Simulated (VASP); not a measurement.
# La2FeCo2C (Immm) in VASP: single point with PBE

Aim: the single point of La2FeCo2C with PBE.

Everything below comes from runs of VASP 6.6.1. Logs are shortened: lines on timing, memory, paths and dates and some standing lists are left out, and cuts for length are marked.

### 1 The cell of the first run

Symmetry: Immm, No. 71, orthorhombic system. The conventional cell has a = 4.075 Å, b = 5.948 Å, c = 8.946 Å, α = 90.00°, β = 90.00°, γ = 90.00°. La (site symmetry mm2) has 2 C at 2.67 Å and 6 Co at 3.00 to 3.20 Å and 4 Fe at 3.42 to 3.44 Å and 1 La at 3.46 Å within 3.5 Å. Co (site symmetry m2m) has 1 C at 1.76 Å and 2 Fe at 2.37 Å and 1 Co at 2.42 Å within 2.5 Å. Within 3.1 Å of Fe (site symmetry mmm) lie 4 Co at 2.37 Å. Within 2.3 Å of C (site symmetry mmm) lie 2 Co at 1.76 Å.

### 2 Single point, PBE

File INCAR:

```
PREC = Accurate
ENCUT = 600
EDIFF = 1E-6
ISMEAR = 0
SIGMA = 0.0121
LREAL = False
LASPH = True
NELM = 200
ALGO = Normal
ISIF = 2
LWAVE = False
LCHARG = False
GGA = PE
NBANDS = 47
GGA_COMPAT = False
LMAXMIX = 6
```

File KPOINTS:

```
Automatic mesh
0
Gamma
  5 5 5
```

File POSCAR:

```
La2FeCo2C
1.0
   -2.0373046845      2.9738106578      4.4727542873
    4.0746093690      0.0000000000      0.0000000000
    2.0373046845      2.9738106578     -4.4727542873
La Co Fe C
2 2 1 1
Direct
    0.3065386189      0.8065386189      0.6934613811
    0.6934613811      0.1934613811      0.3065386189
    0.7964673145      0.5000000000      0.7964673145
    0.2035326855      0.5000000000      0.2035326855
    0.0000000000      0.0000000000      0.0000000000
    0.5000000000      0.5000000000      0.5000000000
```

Potentials or basis: VASP PAW PBE potentials, release 64 (La, Co_sv, Fe_sv, C).

The run is started by

```
cat potpaw_PBE.64/La/POTCAR potpaw_PBE.64/Co_sv/POTCAR potpaw_PBE.64/Fe_sv/POTCAR potpaw_PBE.64/C/POTCAR > POTCAR
mpirun -np 1 vasp_std > vasp.out
```

OUTCAR:

```text
PREC = Accurate
   ENCUT = 600
   EDIFF = 1E-6
   ISMEAR = 0
   LREAL = False
   LASPH = True
   NELM = 200
   ISIF = 2
   GGA = PE

 ion  position               nearest neighbor table
   1  0.307  0.807  0.693-   6 2.67   6 2.67   4 3.00   3 3.00   2 3.46
   2  0.693  0.193  0.307-   6 2.67   6 2.67   3 3.00   4 3.00   1 3.46
   3  0.796  0.500  0.796-   6 1.76   5 2.37   5 2.37   4 2.42   1 3.00   2 3.00
   4  0.204  0.500  0.204-   6 1.76   5 2.37   5 2.37   3 2.42   1 3.00   2 3.00
   5  0.000  0.000  0.000-   4 2.37   3 2.37   3 2.37   4 2.37
   6  0.500  0.500  0.500-   3 1.76   4 1.76   1 2.67   2 2.67   2 2.67   1 2.67

  LATTYP: Found a body centered orthorhombic cell.
 ALAT       =     4.0746093690
 B/A-ratio  =     1.4596788985
 C/A-ratio  =     2.1954272826

  Lattice vectors:

 A1 = (  -2.0373046845,   2.9738106578,   4.4727542873)
 A2 = (   2.0373046845,  -2.9738106578,   4.4727542873)
 A3 = (   2.0373046845,   2.9738106578,  -4.4727542873)

Analysis of symmetry for initial positions (statically):
=====================================================================
 Subroutine PRICEL returns:
 Original cell was already a primitive cell.

 Routine SETGRP: Setting up the symmetry group for a
 body centered orthorhombic supercell.

 Subroutine GETGRP returns: Found  8 space group operations
 (whereof  8 operations were pure point group operations)
 out of a pool of  8 trial point group operations.

The static configuration has the point symmetry D_2h.

Analysis of symmetry for dynamics (positions and initial velocities):
=====================================================================
 Subroutine PRICEL returns:
 Original cell was already a primitive cell.

 Routine SETGRP: Setting up the symmetry group for a
 body centered orthorhombic supercell.

 Subroutine GETGRP returns: Found  8 space group operations
 (whereof  8 operations were pure point group operations)
 out of a pool of  8 trial point group operations.

The dynamic configuration has the point symmetry D_2h.

 Subroutine INISYM returns: Found  8 space group operations
 (whereof  8 operations are pure point group operations),
 and found     1 'primitive' translations

----------------------------------------------------------------------------------------

                                     Primitive cell

  volume of cell :     108.3938

  direct lattice vectors                    reciprocal lattice vectors
    -2.037304685  2.973810658  4.472754287     0.000000000  0.168134443  0.111787943
[... 99 lines left out ...]
   NFREE  =      0    steps in history (QN), initial steepest desc. (CG)
   ISIF   =      2    stress and relaxation
   ISYM   =      2    0-nonsym 1-usesym 2-fastsym
   POTIM  = 0.5000    time-step for ionic-motion
   TEBEG  =    0.0;   TEEND  =   0.0 temperature during run
   PSTRESS=    0.0 pullay stress
   NELECT =      76.0000    total number of electrons
   NUPDOWN=      -1.0000    fix difference up-down
   EMIN   =  10.00;   EMAX   =-10.00  energy-range for DOS
   EFERMI =   0.00;   METHOD = LEGACY
   ISMEAR =     0;   SIGMA  =   0.01  broadening in eV -4-tet -1-fermi 0-gaus
   EFERMI_NEDOS =   21; number of points for ismear=-14 and -15
   IALGO  =     38    algorithm
   IMIX   =      4    mixing-type and parameters
     AMIX     =   0.40;   BMIX     =  1.00
     AMIX_MAG =   1.60;   BMIX_MAG =  1.00
  volume/ion in A,a.u.               =      18.07       121.91
  Fermi-wavevector in a.u.,A,eV,Ry     =   1.454380  2.748380 28.779335  2.115221
  Thomas-Fermi vector in A             =   2.571537
   LORBIT       =      0    0 simple, 1 ext, 2 COOP (PROOUT), +10 PAW based schemes
   GGA     = PE    functional components
   LHFCALC =     F    Hartree Fock is set to
   AEXX    =    0.0000 exact exchange contribution
   IVDW    =     0    specifies the selected vdW correction
   LEPSILON=     F    determine dielectric tensor
   LRPA    =     F    only Hartree local field effects (RPA)
 non-spin polarized calculation
 Gauss-broadening in eV      SIGMA  =   0.01
  energy-cutoff  :      600.00
  volume of cell :      108.39
 maximum number of plane-waves:      3634
 NGX is ok and might be reduce to    48
   NGX = 23   NGY = 17   NGZ = 23

 number of electron      76.0000034 magnetization

 Free energy of the ion-electron system (eV)
  ---------------------------------------------------
  ext. energy  EPLUGINS =         0.00000000
  ---------------------------------------------------
  free energy    TOTEN  =       -41.78075191 eV

  energy without entropy =      -41.78053240  energy(sigma->0) =      -41.78064215

 E-fermi :   9.3967     XC(G=0): -11.2371

 val. band max:        9.3910159772   @ k =  -0.2000   0.2000   0.0000
 cond. band min:       9.4150898443   @ k =  -0.4000   0.4000   0.0000
 fundamental gap:      0.0240738672
 Fermi energy:         9.3966987780

 k-point     1 :       0.0000    0.0000    0.0000
  band No.  band energies     occupation
      1     -85.6248      2.00000
      2     -85.6117      2.00000
      3     -77.1983      2.00000
      4     -49.2802      2.00000
      5     -49.1677      2.00000
      6     -48.7824      2.00000
[... 1189 lines left out ...]
     46      11.5851      0.00000
     47      11.6358      0.00000

 [... further k-points ...]

------------------------ aborting loop because EDIFF is reached ----------------------------------------

  FORCE on cell =-STRESS in cart. coord.  units (eV):
  Direction    XX          YY          ZZ          XY          YZ          ZX
  --------------------------------------------------------------------------------------
  -------------------------------------------------------------------------------------
  Total       -0.8247654     -0.7459069     -0.7915914     -0.0000000      0.0000000      0.0000000
  in kB      -12.1909257    -11.0253116    -11.7005786     -0.0000000      0.0000000      0.0000000
  external PRESSURE =     -11.6389386 kB  Pullay stress =       0.0000000 kB

 VOLUME and BASIS-vectors are now :
 -----------------------------------------------------------------------------
  energy-cutoff  :      600.00
  volume of cell :      108.39
      direct lattice vectors                 reciprocal lattice vectors
    -2.037304685  2.973810658  4.472754287     0.000000000  0.168134443  0.111787943
     4.074609369  0.000000000  0.000000000     0.245422299  0.000000000  0.111787943
     2.037304685  2.973810658 -4.472754287     0.000000000  0.168134443 -0.111787943

 POSITION                                       TOTAL-FORCE (eV/Angst)
 -----------------------------------------------------------------------------------
      4.07461      2.97381     -1.73061        -0.000000     -0.000000     -0.001633
     -0.00000      2.97381      1.73061         0.000000     -0.000000      0.001633
      2.03730      4.73709      0.00000        -0.000000      0.024695      0.000000
      2.03730      1.21054      0.00000        -0.000000     -0.024695      0.000000
      0.00000      0.00000      0.00000        -0.000000      0.000000      0.000000
      2.03730      2.97381      0.00000         0.000000     -0.000000     -0.000000
 -----------------------------------------------------------------------------------
    total drift:                               -0.000000     -0.000000      0.000000

  FREE ENERGIE OF THE ION-ELECTRON SYSTEM (eV)
  ---------------------------------------------------
  free  energy   TOTEN  =       -41.7807519064 eV

  energy  without entropy=      -41.7805323976  energy(sigma->0) =      -41.78064215
```

It took 6.4 min on 1 thread of Intel Xeon Platinum 8259CL at 2.50GHz (Skylake/Cascade Lake), shared host; peak memory 0.4 GiB.

Results:

```
Free energy            : -41.7808 eV
Pressure               : -1.2 GPa
Largest force          : 0.025 eV/Å
Band gap on the k mesh : zero (bands 38 and 39 overlap by 0.30 eV)
```

Forces on the atoms (eV/Å):
```
La   0.000  0.000 -0.002
La   0.000  0.000  0.002
Co   0.000  0.025  0.000
Co   0.000 -0.025  0.000
Fe   0.000  0.000  0.000
C    0.000  0.000  0.000
```

Caveat: spin-orbit coupling is left out, which moves the levels of the heavy elements; the run has no spin polarisation, though such a crystal can be magnetic.

The gap in the log of VASP goes by the Fermi energy; the results here count the filled bands.